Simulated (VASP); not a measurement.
Input of a VASP 6.6.1 run:

INCAR

```
  PREC = Accurate
  ENCUT = 600
  EDIFF = 1E-7
  ISMEAR = 0
  SIGMA = 0.1
  LREAL = F
  LASPH = T
  NELM = 100
  ALGO = Normal
  ISIF = 3
  LWAVE = F
  LCHARG = F
  GGA = CA
  IBRION = 2
  NSW = 100
  EDIFFG = -0.005
```

File KPOINTS:

```
regular mesh
0
Gamma
  15 15 8
```

File POSCAR:

```
YSc
1.0
    3.5201658294      0.0000000000      0.0000000000
   -1.7600829147      3.0485530338      0.0000000000
    0.0000000000      0.0000000000      5.4041162200
Y Sc
1 1
Direct
    0.0000000000      0.0000000000      0.0000000000
    0.3333333300      0.6666666700      0.5000000000
```

Potentials or basis: VASP PAW LDA potentials, release 64 (Y_sv, Sc_sv).

Command:

```console
$ cat potpaw_LDA.64/Y_sv/POTCAR potpaw_LDA.64/Sc_sv/POTCAR > POTCAR
$ mpirun -np 1 vasp_std > vasp.out
```

(1) Estimate the space group after relaxing (to 0.05 Å).

(2) What does it give for the relaxed volume?

## Answers

(1) P-6m2 (No. 187).

(2) 26.15 Å³/atom.
